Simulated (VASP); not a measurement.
The system is Ru.

```xyz
2
Lattice="2.7058 0.0000 0.0000 -1.3529 2.3433 0.0000 0.0000 0.0000 4.2819" Properties=species:S:1:pos:R:3 pbc="T T T"
Ru    0.0000    1.5622    1.0705
Ru    1.3529    0.7811    3.2114
```

Base run:

```yaml
Program: VASP 6.6.1
Functional: r2SCAN
Potentials_or_basis: VASP PAW PBE potentials, release 64 (Ru_pv)
Cutoff: 520 eV
k_mesh: 14 × 14 × 8
Occupations: fermi-dirac, width 0.03 eV
Spin: no spin polarisation
```

Its results: band gap on the k mesh zero (band 14 reaches 14.42 eV, above the bottom of band 15 at 11.15 eV); pressure -0.5 GPa.

Task: The run is repeated on the same cell with these changes: functional from r2SCAN to PBE. What comes out?

Result: Band gap on the k mesh zero (band 14 reaches 14.47 eV, above the bottom of band 15 at 11.34 eV); pressure 4.5 GPa.

Caveats: the PAW data sets were made with another functional, which shifts forces and pressure a little (some runs).
